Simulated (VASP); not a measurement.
Pd, 1 atom in the cell. Symmetry: Fm-3m, No. 225, cubic system. Conventional cell: a = 3.893 Å, b = 3.893 Å, c = 3.893 Å, α = 90.00°, β = 90.00°, γ = 90.00°. Within 3.6 Å of Pd (site symmetry m-3m) lie 12 Pd at 2.75 Å. 

```yaml
Program: VASP 6.6.1
Task: single point
Functional: PBE0
Potentials_or_basis: VASP PAW PBE potentials, release 64 (Pd)
Cutoff: 520 eV
k_mesh: 8 × 8 × 8
Occupations: fermi-dirac, width 0.05 eV
Spin: no spin polarisation
Dipole_correction: no
Grid_for_exact_exchange_PRECFOCK: Normal
Further_INCAR_settings: ALGO = Normal; EDIFF = 1e-07; NBANDS = 11
```

Potentials or basis: VASP PAW PBE potentials, release 64 (Pd).

Command:

```sh
$ cat potpaw_PBE.64/Pd/POTCAR > POTCAR
$ cp INCAR.step1 INCAR
$ mpirun -np 1 vasp_std > vasp.out
$ cp INCAR.step2 INCAR
$ mpirun -np 1 vasp_std > vasp.out
```

Hardware: 1 thread of AMD EPYC 7R13 Processor (Zen 3), with other jobs on the host.

Q: Estimate the wall time of this run.

A: Run time: 37 min on 1 thread of AMD EPYC 7R13 Processor (Zen 3), with other jobs on the host, peak memory 0.12 GiB. Counts: k points 29.
